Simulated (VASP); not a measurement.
# GaN (P6_3/mmc) in VASP: a series of runs

Aim: see how the results for GaN move with the level of theory and the settings. Levels: PBEsol, PBEsol+D4, HSE06. Tasks: single point.

Everything below comes from runs of VASP 6.6.1. Logs are shortened: lines on timing, memory, paths and dates and some standing lists are left out, and cuts for length are marked.

## (1) The cell of the first run

Symmetry: P6_3/mmc, No. 194, hexagonal system. The conventional cell has a = 3.300 Å, b = 3.300 Å, c = 4.756 Å, α = 90.00°, β = 90.00°, γ = 120.00°. Within 2.5 Å of Ga (site symmetry -6m2) lie 5 N at 1.91 to 2.38 Å. Within 2.5 Å of N (site symmetry -6m2) lie 5 Ga at 1.91 to 2.38 Å.

## (2) Single point, PBEsol

Input file INCAR:

```
SYSTEM = GaN
ALGO = Normal ; EDIFF = 1E-6
ENCUT = 600 ; GGA = PS
GGA_COMPAT = .False. ; ISIF = 2
ISMEAR = 1 ; LASPH = .True.
LCHARG = .True. ; LELF = .True.
LREAL = .False. ; LVHAR = .True.
LWAVE = .False. ; NBANDS = 26
NELM = 120 ; PREC = Accurate
SIGMA = 0.05
```

Input file KPOINTS:

```
k-points
0
Gamma
  6 6 4
  0 0 0
```

Input file POSCAR:

```
GaN
1.0
    3.3000346668      0.0000000000      0.0000000000
   -1.6500173334      2.8579138548      0.0000000000
    0.0000000000      0.0000000000      4.7558752377
Ga N
2 2
Direct
    0.3333333333      0.6666666667      0.2500000000
    0.6666666667      0.3333333333      0.7500000000
    0.6666666667      0.3333333333      0.2500000000
    0.3333333333      0.6666666667      0.7500000000
```

Potentials or basis: VASP PAW PBE potentials, release 64 (Ga_d, N).

On the command line:

```
$ cat potpaw_PBE.64/Ga_d/POTCAR potpaw_PBE.64/N/POTCAR > POTCAR
$ mpirun -np 1 vasp_std > vasp.out
```

OUTCAR:

```text
SYSTEM = GaN
   EDIFF = 1E-6
   ENCUT = 600
   GGA = PS
   ISIF = 2
   ISMEAR = 1
   LASPH = .True.
   LREAL = .False.
   NELM = 120
   PREC = Accurate

 ion  position               nearest neighbor table
   1  0.333  0.667  0.250-   3 1.91   3 1.91   3 1.91
   2  0.667  0.333  0.750-   4 1.91   4 1.91   4 1.91
   3  0.667  0.333  0.250-   1 1.91   1 1.91   1 1.91
   4  0.333  0.667  0.750-   2 1.91   2 1.91   2 1.91

  LATTYP: Found a hexagonal cell.
 ALAT       =     3.3000346668
 C/A-ratio  =     1.4411591749

  Lattice vectors:

 A1 = (   3.3000346668,   0.0000000000,   0.0000000000)
 A2 = (  -1.6500173334,   2.8579138548,   0.0000000000)
 A3 = (   0.0000000000,   0.0000000000,   4.7558752377)

Analysis of symmetry for initial positions (statically):
=====================================================================
 Subroutine PRICEL returns:
 Original cell was already a primitive cell.

 Routine SETGRP: Setting up the symmetry group for a
 hexagonal supercell.

 Subroutine GETGRP returns: Found 24 space group operations
 (whereof 12 operations were pure point group operations)
 out of a pool of 24 trial point group operations.

The static configuration has the point symmetry D_3d.
 The point group associated with its full space group is D_6h.

Analysis of symmetry for dynamics (positions and initial velocities):
=====================================================================
 Subroutine PRICEL returns:
 Original cell was already a primitive cell.

 Routine SETGRP: Setting up the symmetry group for a
 hexagonal supercell.

 Subroutine GETGRP returns: Found 24 space group operations
 (whereof 12 operations were pure point group operations)
 out of a pool of 24 trial point group operations.

The dynamic configuration has the point symmetry D_3d.
 The point group associated with its full space group is D_6h.

 Subroutine INISYM returns: Found 24 space group operations
 (whereof 12 operations are pure point group operations),
 and found     1 'primitive' translations

----------------------------------------------------------------------------------------

                                     Primitive cell

  volume of cell :      44.8537

  direct lattice vectors                    reciprocal lattice vectors
     3.300034667  0.000000000  0.000000000     0.303027120  0.174952789  0.000000000
    -1.650017333  2.857913855  0.000000000     0.000000000  0.349905578  0.000000000
     0.000000000  0.000000000  4.755875238     0.000000000  0.000000000  0.210266239

  length of vectors
     3.300034667  3.300034667  4.755875238     0.349905578  0.349905578  0.210266239

  position of ions in fractional coordinates (direct lattice)
     0.333333333  0.666666667  0.250000000
     0.666666667  0.333333333  0.750000000
     0.666666667  0.333333333  0.250000000
     0.333333333  0.666666667  0.750000000

  ion indices of the primitive-cell ions
   primitive index   ion index
                 1           1
                 2           2
                 3           3
                 4           4

----------------------------------------------------------------------------------------

 KPOINTS: k-points

Automatic generation of k-mesh.
 Grid dimensions read from file:
 generate k-points for:    6    6    4

 Generating k-lattice:

  Cartesian coordinates                     Fractional coordinates (reciprocal lattice)
     0.050504520  0.029158798  0.000000000     0.166666667  0.000000000  0.000000000
     0.000000000  0.058317596  0.000000000     0.000000000  0.166666667  0.000000000
     0.000000000  0.000000000  0.052566560     0.000000000  0.000000000  0.250000000

  Length of vectors
     0.058317596  0.058317596  0.052566560

  Shift w.r.t. Gamma in fractional coordinates (k-lattice)
     0.000000000  0.000000000  0.000000000

 Subroutine IBZKPT returns following result:
 ===========================================

 Found     21 irreducible k-points:

 Following reciprocal coordinates:
            Coordinates               Weight
  0.000000  0.000000  0.000000      1.000000
  0.166667  0.000000  0.000000      6.000000
  0.333333  0.000000  0.000000      6.000000
  0.500000  0.000000  0.000000      3.000000
  0.166667  0.166667  0.000000      6.000000
  0.333333  0.166667  0.000000     12.000000
[... 13 lines left out ...]
  0.333333  0.166667  0.500000     12.000000
  0.333333  0.333333  0.500000      2.000000
   k-points           NKPTS =     21   k-points in BZ     NKDIM =     21   number of bands    NBANDS=     26
   number of dos      NEDOS =    301   number of ions     NIONS =      4
   total plane-waves  NPLWV =  31360
   dimension x,y,z NGX =    28 NGY =   28 NGZ =   40
   dimension x,y,z NGXF=    56 NGYF=   56 NGZF=   80
   ions per type =               2   2
   NGX,Y,Z   is equivalent  to a cutoff of  14.11, 14.11, 13.98 a.u.
   NGXF,Y,Z  is equivalent  to a cutoff of  28.21, 28.21, 27.96 a.u.
 SYSTEM =  GaN
   PREC   = accura    normal or accurate (medium, high low for compatibility)
   ISTART =      0    job   : 0-new  1-cont  2-samecut
   ICHARG =      2    charge: 1-file 2-atom 10-const
   ISPIN  =      1    spin polarized calculation?
   LNONCOLLINEAR =      F non collinear calculations
   LSORBIT =      F    spin-orbit coupling
   LASPH  =      T    aspherical Exc in radial PAW
   ENCUT  =  600.0 eV  44.10 Ry    6.64 a.u.   6.59  6.59  9.50*2*pi/ulx,y,z
   NELM   =    120;   NELMIN=  2; NELMDL= -5     # of ELM steps
   EDIFF  = 0.1E-05   stopping-criterion for ELM
   LREAL  =      F    real-space projection
   EDIFFG = 0.1E-04   stopping-criterion for IOM
   NSW    =      0    number of steps for IOM
   IBRION =     -1    ionic relax: 0-MD 1-quasi-New 2-CG
   NFREE  =      0    steps in history (QN), initial steepest desc. (CG)
   ISIF   =      2    stress and relaxation
   ISYM   =      2    0-nonsym 1-usesym 2-fastsym
   POTIM  = 0.5000    time-step for ionic-motion
   TEBEG  =    0.0;   TEEND  =   0.0 temperature during run
   PSTRESS=    0.0 pullay stress
   NELECT =      36.0000    total number of electrons
   NUPDOWN=      -1.0000    fix difference up-down
   EMIN   =  10.00;   EMAX   =-10.00  energy-range for DOS
   EFERMI =   0.00;   METHOD = LEGACY
   ISMEAR =     1;   SIGMA  =   0.05  broadening in eV -4-tet -1-fermi 0-gaus
   EFERMI_NEDOS =   21; number of points for ismear=-14 and -15
   IALGO  =     38    algorithm
   IMIX   =      4    mixing-type and parameters
     AMIX     =   0.40;   BMIX     =  1.00
     AMIX_MAG =   1.60;   BMIX_MAG =  1.00
  volume/ion in A,a.u.               =      11.21        75.67
  Fermi-wavevector in a.u.,A,eV,Ry     =   1.521398  2.875026 31.492769  2.314653
  Thomas-Fermi vector in A             =   2.630119
   LORBIT       =      0    0 simple, 1 ext, 2 COOP (PROOUT), +10 PAW based schemes
   GGA     = PS    functional components
   LHFCALC =     F    Hartree Fock is set to
   AEXX    =    0.0000 exact exchange contribution
   IVDW    =     0    specifies the selected vdW correction
   LEPSILON=     F    determine dielectric tensor
   LRPA    =     F    only Hartree local field effects (RPA)
 non-spin polarized calculation
 Methfessel and Paxton  Order N= 1 SIGMA  =   0.05
  energy-cutoff  :      600.00
  volume of cell :       44.85
 maximum number of plane-waves:      1531
 NGX is ok and might be reduce to    28
   NGX = 13   NGY = 13   NGZ = 19

 number of electron      36.0000004 magnetization

 Free energy of the ion-electron system (eV)
  ---------------------------------------------------
  ext. energy  EPLUGINS =         0.00000000
  ---------------------------------------------------
  free energy    TOTEN  =       -25.33309164 eV

  energy without entropy =      -25.33311177  energy(sigma->0) =      -25.33309835

 E-fermi :   6.0492     XC(G=0): -12.0288

 val. band max:        6.0071013803   @ k =   0.0000   0.0000   0.0000
 cond. band min:       7.4192159510   @ k =   0.0000   0.0000   0.0000
 fundamental gap:      1.4121145707
 Fermi energy:         6.0491954907

 k-point     1 :       0.0000    0.0000    0.0000
  band No.  band energies     occupation
      1     -10.7291      2.00000
      2      -9.7614      2.00000
      3      -8.1522      2.00000
      4      -8.1522      2.00000
      5      -8.1435      2.00000
      6      -8.1435      2.00000
[... 18 lines left out ...]
     25      16.2727      0.00000
     26      18.3898      0.00000

 k-point     2 :       0.1667    0.0000    0.0000
  band No.  band energies     occupation
      1     -10.4594      2.00000
      2      -9.6720      2.00000
      3      -8.1452      2.00000
      4      -8.1084      2.00000
      5      -8.0904      2.00000
      6      -8.0823      2.00000
[... 18 lines left out ...]
     25      16.6141      0.00000
     26      17.1849      0.00000

 k-point     3 :       0.3333    0.0000    0.0000
  band No.  band energies     occupation
      1      -9.9224      2.00000
      2      -9.5355      2.00000
      3      -8.0687      2.00000
      4      -8.0422      2.00000
      5      -8.0052      2.00000
      6      -7.9726      2.00000
[... 18 lines left out ...]
     25      17.8690      0.00000
     26      18.2837      0.00000

 k-point     4 :       0.5000    0.0000    0.0000
  band No.  band energies     occupation
      1      -9.6854      2.00000
      2      -9.4969      2.00000
      3      -8.0756      2.00000
      4      -8.0182      2.00000
      5      -8.0182      2.00000
      6      -7.9287      2.00000
[... 18 lines left out ...]
     25      17.8487      0.00000
     26      18.7985      0.00000
[... 409 lines left out ...]
      1      -9.6236      2.00000
      2      -9.6236      2.00000
      3      -8.1115      2.00000
      4      -8.1115      2.00000
      5      -8.0442      2.00000
      6      -8.0442      2.00000
[... 18 lines left out ...]
     25      16.9353      0.00000
     26      16.9353      0.00000

 k-point    20 :       0.3333    0.1667    0.5000
  band No.  band energies     occupation
      1      -9.4279      2.00000
      2      -9.4279      2.00000
      3      -8.1215      2.00000
      4      -8.1215      2.00000
      5      -7.9758      2.00000
      6      -7.9758      2.00000
[... 18 lines left out ...]
     25      17.7622      0.00000
     26      17.7622      0.00000

 k-point    21 :       0.3333    0.3333    0.5000
  band No.  band energies     occupation
      1      -9.3665      2.00000
      2      -9.3665      2.00000
      3      -8.1342      2.00000
      4      -8.1342      2.00000
      5      -7.9436      2.00000
      6      -7.9436      2.00000
[... 18 lines left out ...]
     25      18.0232      0.00000
     26      18.0232      0.00000

------------------------ aborting loop because EDIFF is reached ----------------------------------------

  FORCE on cell =-STRESS in cart. coord.  units (eV):
  Direction    XX          YY          ZZ          XY          YZ          ZX
  --------------------------------------------------------------------------------------
  -------------------------------------------------------------------------------------
  Total       -0.0560020     -0.0560020     -0.1118896      0.0000000      0.0000000      0.0000000
  in kB       -2.0003953     -2.0003953     -3.9967076      0.0000000      0.0000000      0.0000000
  external PRESSURE =      -2.6658327 kB  Pullay stress =       0.0000000 kB

 VOLUME and BASIS-vectors are now :
 -----------------------------------------------------------------------------
  energy-cutoff  :      600.00
  volume of cell :       44.85
      direct lattice vectors                 reciprocal lattice vectors
     3.300034667  0.000000000  0.000000000     0.303027120  0.174952789  0.000000000
    -1.650017333  2.857913855  0.000000000     0.000000000  0.349905578  0.000000000
     0.000000000  0.000000000  4.755875238     0.000000000  0.000000000  0.210266239

 POSITION                                       TOTAL-FORCE (eV/Angst)
 -----------------------------------------------------------------------------------
     -0.00000      1.90528      1.18897        -0.000000      0.000000      0.000000
      1.65002      0.95264      3.56691         0.000000      0.000000     -0.000000
      1.65002      0.95264      1.18897         0.000000     -0.000000      0.000000
     -0.00000      1.90528      3.56691        -0.000000      0.000000      0.000000
 -----------------------------------------------------------------------------------
    total drift:                                0.000000     -0.000000      0.000000

  FREE ENERGIE OF THE ION-ELECTRON SYSTEM (eV)
  ---------------------------------------------------
  free  energy   TOTEN  =       -25.3330916368 eV

  energy  without entropy=      -25.3331117684  energy(sigma->0) =      -25.33309835
```

Run time: 1.7 min. Hardware: 1 thread of AMD EPYC 7R13, shared host; peak memory 0.16 GiB.

Results:

```
Free energy            : -25.3331 eV
Pressure               : -0.3 GPa
Band gap on the k mesh : 1.41 eV
```

Stress tensor (GPa, compression positive):
```
-0.20  0.00  0.00
 0.00 -0.20  0.00
 0.00  0.00 -0.40
```

Caveat: the PAW data sets were made with another functional, which shifts forces and pressure a little.

(Part 1 of 2 ends here.)
